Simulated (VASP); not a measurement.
# Si (C2/m) in VASP: notebook

The runs below take Si through single point, with LDA.

All numbers are computed with VASP 6.6.1; they aren't measurements. Logs are shortened: lines on timing, memory, paths and dates and some standing lists are left out, and cuts for length are marked.

**1. The cell of the first run**

Symmetry: C2/m, No. 12, monoclinic system. The conventional cell has a = 4.519 Å, b = 2.608 Å, c = 2.471 Å, α = 90.00°, β = 92.15°, γ = 90.00°. Si (site symmetry 2/m) has 8 Si at 2.47 to 2.61 Å within 3.3 Å.

**2. Single point, LDA (strain +0.0375 x Voigt [0, 0, 0, 1, 0, 0])**

File INCAR:

```
PREC = Accurate
ENCUT = 520
EDIFF = 1E-7
ISMEAR = 0
SIGMA = 0.15
LREAL = F
LASPH = T
NELM = 100
ALGO = Normal
ISIF = 2
LWAVE = F
LCHARG = F
NBANDS = 8
```

File KPOINTS:

```
Automatic mesh
0
Gamma
  24 24 24
```

File POSCAR:

```
Si
1.0
    2.6084913958      0.0000000000      0.0000000000
   -1.3042456979      2.2590198143      0.0423566215
    0.0000000000      0.0463267736      2.4707612611
Si
1
Direct
    0.0000000000      0.0000000000      0.0000000000
```

Potentials or basis: VASP PAW LDA potentials, release 64 (Si).

On the command line:

```bash
$ cat potpaw_LDA.64/Si/POTCAR > POTCAR
$ mpirun -np 1 vasp_std > vasp.out
```

OUTCAR:

```text
PREC = Accurate
   ENCUT = 520
   EDIFF = 1E-7
   ISMEAR = 0
   LREAL = F
   LASPH = T
   NELM = 100
   ISIF = 2

 ion  position               nearest neighbor table
   1  0.000  0.000  0.000-

  LATTYP: Found a base centered monoclinic cell.
 ALAT       =     4.5188337455
 B/A-ratio  =     0.5772488086
 C/A-ratio  =     0.5468657790
 COS(beta)  =    -0.0374868210

  Lattice vectors:

 A1 = (  -1.3042456979,  -2.2590198143,  -0.0423566215)
 A2 = (   1.3042456979,  -2.2590198143,  -0.0423566215)
 A3 = (   0.0000000000,   0.0463267736,   2.4707612611)

Analysis of symmetry for initial positions (statically):
=====================================================================
 Subroutine PRICEL returns:
 Original cell was already a primitive cell.

 Routine SETGRP: Setting up the symmetry group for a
 base centered monoclinic supercell.

 Subroutine GETGRP returns: Found  4 space group operations
 (whereof  4 operations were pure point group operations)
 out of a pool of  4 trial point group operations.

The static configuration has the point symmetry C_2h.

Analysis of symmetry for dynamics (positions and initial velocities):
=====================================================================
 Subroutine PRICEL returns:
 Original cell was already a primitive cell.

 Routine SETGRP: Setting up the symmetry group for a
 base centered monoclinic supercell.

 Subroutine GETGRP returns: Found  4 space group operations
 (whereof  4 operations were pure point group operations)
 out of a pool of  4 trial point group operations.

The dynamic configuration has the point symmetry C_2h.

 Subroutine INISYM returns: Found  4 space group operations
 (whereof  4 operations are pure point group operations),
 and found     1 'primitive' translations

----------------------------------------------------------------------------------------

                                     Primitive cell

  volume of cell :      14.5542

  direct lattice vectors                    reciprocal lattice vectors
     2.608491396  0.000000000  0.000000000     0.383363350  0.221412774 -0.004151490
    -1.304245698  2.259019814  0.042356621     0.000000000  0.442825548 -0.008302979
     0.000000000  0.046326774  2.470761261     0.000000000 -0.007591423  0.404875899

  length of vectors
     2.608491396  2.608835266  2.471195536     0.442728257  0.442903381  0.404947062

[... 72 lines left out ...]
   ISPIN  =      1    spin polarized calculation?
   LNONCOLLINEAR =      F non collinear calculations
   LSORBIT =      F    spin-orbit coupling
   LASPH  =      T    aspherical Exc in radial PAW
   ENCUT  =  520.0 eV  38.22 Ry    6.18 a.u.   4.85  4.85  4.59*2*pi/ulx,y,z
   NELM   =    100;   NELMIN=  2; NELMDL= -5     # of ELM steps
   EDIFF  = 0.1E-06   stopping-criterion for ELM
   LREAL  =      F    real-space projection
   EDIFFG = 0.1E-05   stopping-criterion for IOM
   NSW    =      0    number of steps for IOM
   IBRION =     -1    ionic relax: 0-MD 1-quasi-New 2-CG
   NFREE  =      0    steps in history (QN), initial steepest desc. (CG)
   ISIF   =      2    stress and relaxation
   ISYM   =      2    0-nonsym 1-usesym 2-fastsym
   POTIM  = 0.5000    time-step for ionic-motion
   TEBEG  =    0.0;   TEEND  =   0.0 temperature during run
   PSTRESS=    0.0 pullay stress
   NELECT =       4.0000    total number of electrons
   NUPDOWN=      -1.0000    fix difference up-down
   EMIN   =  10.00;   EMAX   =-10.00  energy-range for DOS
   EFERMI =   0.00;   METHOD = LEGACY
   ISMEAR =     0;   SIGMA  =   0.15  broadening in eV -4-tet -1-fermi 0-gaus
   EFERMI_NEDOS =   21; number of points for ismear=-14 and -15
   IALGO  =     38    algorithm
   IMIX   =      4    mixing-type and parameters
     AMIX     =   0.40;   BMIX     =  1.00
     AMIX_MAG =   1.60;   BMIX_MAG =  1.00
  volume/ion in A,a.u.               =      14.55        98.22
  Fermi-wavevector in a.u.,A,eV,Ry     =   1.064386  2.011397 15.414267  1.132917
  Thomas-Fermi vector in A             =   2.199902
   LORBIT       =      0    0 simple, 1 ext, 2 COOP (PROOUT), +10 PAW based schemes
   GGA     = CA    functional components
   LHFCALC =     F    Hartree Fock is set to
   AEXX    =    0.0000 exact exchange contribution
   IVDW    =     0    specifies the selected vdW correction
   LEPSILON=     F    determine dielectric tensor
   LRPA    =     F    only Hartree local field effects (RPA)
 non-spin polarized calculation
 Gauss-broadening in eV      SIGMA  =   0.15
  energy-cutoff  :      520.00
  volume of cell :       14.55
 maximum number of plane-waves:       405
   NGX =  9   NGY =  9   NGZ =  9

 number of electron       4.0000000 magnetization

 Free energy of the ion-electron system (eV)
  ---------------------------------------------------
  ext. energy  EPLUGINS =         0.00000000
  ---------------------------------------------------
  free energy    TOTEN  =        -5.73385470 eV

  energy without entropy =       -5.72953146  energy(sigma->0) =       -5.73169308

 E-fermi :   9.7759     XC(G=0): -11.1809

 val. band max:        9.7737432015   @ k =   0.4583   0.3750   0.4167
 cond. band min:       9.7769994681   @ k =  -0.2917   0.0833   0.2500
 fundamental gap:      0.0032562666
 Fermi energy:         9.7758729322

 k-point     1 :       0.0000    0.0000    0.0000
  band No.  band energies     occupation
      1      -4.4036      2.00000
      2      17.2497      0.00000
      3      17.5602      0.00000
      4      20.1915      0.00000
      5      20.2066      0.00000
      6      22.1106      0.00000
      7      22.1227      0.00000
      8      27.6545      0.00000
[... 243 lines left out ...]
 k-point    24 :       0.4167    0.0417   -0.0000
  band No.  band energies     occupation
      1       0.9428      2.00000
      2       4.4294      2.00000
      3      14.1065      0.00000
      4      17.4431      0.00000
      5      21.8018      0.00000
      6      25.4828      0.00000
      7      26.0258      0.00000
      8      29.6298      0.00000

 [... further k-points ...]
[... 5 lines left out ...]
  --------------------------------------------------------------------------------------
  -------------------------------------------------------------------------------------
  Total        0.0648714      0.0888606     -0.1180082      0.0000000     -0.2501339      0.0000000
  in kB        7.1412884      9.7821051    -12.9907790      0.0000000    -27.5356719      0.0000000
  external PRESSURE =       1.3108715 kB  Pullay stress =       0.0000000 kB

 VOLUME and BASIS-vectors are now :
 -----------------------------------------------------------------------------
  energy-cutoff  :      520.00
  volume of cell :       14.55
      direct lattice vectors                 reciprocal lattice vectors
     2.608491396  0.000000000  0.000000000     0.383363350  0.221412774 -0.004151490
    -1.304245698  2.259019814  0.042356621     0.000000000  0.442825548 -0.008302979
     0.000000000  0.046326774  2.470761261     0.000000000 -0.007591423  0.404875899

 POSITION                                       TOTAL-FORCE (eV/Angst)
 -----------------------------------------------------------------------------------
      0.00000      0.00000      0.00000         0.000000      0.000000      0.000000
 -----------------------------------------------------------------------------------
    total drift:                               -0.000000     -0.000000      0.000000

  FREE ENERGIE OF THE ION-ELECTRON SYSTEM (eV)
  ---------------------------------------------------
  free  energy   TOTEN  =        -5.7338546952 eV

  energy  without entropy=       -5.7295314624  energy(sigma->0) =       -5.73169308
```

It used 110 s of CPU time on 1 thread of Intel(R) Xeon(R) 6975P-C (Granite Rapids) (shared host).

Results:

```yaml
Free_energy: -5.7339 eV
Pressure: 0.1 GPa
Band_gap_on_the_k_mesh: zero (band 2 reaches 17.25 eV, above the bottom of band 3 at 5.19 eV)
```

Caveat: the cell differs from its parent crystal (strain +0.0375 x Voigt [0, 0, 0, 1, 0, 0]).

**3. Single point, LDA (strain +0.0125 x Voigt [0, 0, 0, 1, 0, 0])**

File INCAR:

```
SYSTEM = Si
PREC = Accurate
ENCUT = 520
EDIFF = 1E-7
ISMEAR = 0
SIGMA = 0.15
LREAL = .False.
LASPH = .True.
NELM = 60
ALGO = Normal
ISIF = 2
LWAVE = .False.
LCHARG = .False.
NBANDS = 8
```

File KPOINTS:

```
regular mesh
0
Gamma
  24 24 24
  0 0 0
```

File POSCAR:

```
Si
1.0
    2.6084913958      0.0000000000      0.0000000000
   -1.3042456979      2.2590198143      0.0141188738
    0.0000000000      0.0154422579      2.4707612611
Si
1
Direct
    0.0000000000      0.0000000000      0.0000000000
```

Potentials or basis: VASP PAW LDA potentials, release 64 (Si).

On the command line:

```bash
$ cat potpaw_LDA.64/Si/POTCAR > POTCAR
$ mpirun -np 1 vasp_std > vasp.out
```

Run time: 3.1 min. Hardware: 1 thread of Intel Xeon 6975P-C (Granite Rapids), shared host; peak memory 0.42 GiB.

The run converged. Its results:

- Free energy: -5.7380 eV
- Pressure: 0.1 GPa
- Band gap on the k mesh: zero (band 2 reaches 17.23 eV, above the bottom of band 3 at 5.18 eV)

Stress tensor (GPa, compression positive):
```
 0.90  0.00  0.00
 0.00  0.94 -0.89
 0.00 -0.89 -1.47
```

Levels at points of the mesh, in eV from the Fermi level:
| k point | band 1 | band 2 | band 3 | band 4 | band 5 |
| --- | --- | --- | --- | --- | --- |
| (0.00, 0.00, 0.00) | -14.18 | 7.45 | 7.76 | 10.40 | 10.40 |
| (0.50, 0.00, 0.00) | -7.62 | -6.84 | 5.19 | 6.57 | 12.63 |
| (0.00, 0.50, 0.00) | -7.61 | -6.84 | 5.19 | 6.57 | 12.62 |
| (0.00, 0.00, 0.50) | -9.35 | -7.26 | 13.88 | 13.89 | 14.98 |
| (0.50, 0.00, 0.50) | -3.03 | -2.09 | -1.97 | 1.45 | 8.76 |
| (0.00, 0.50, 0.50) | -3.05 | -2.08 | -1.98 | 1.45 | 8.76 |

Caveat: the cell differs from its parent crystal (strain +0.0125 x Voigt [0, 0, 0, 1, 0, 0]).
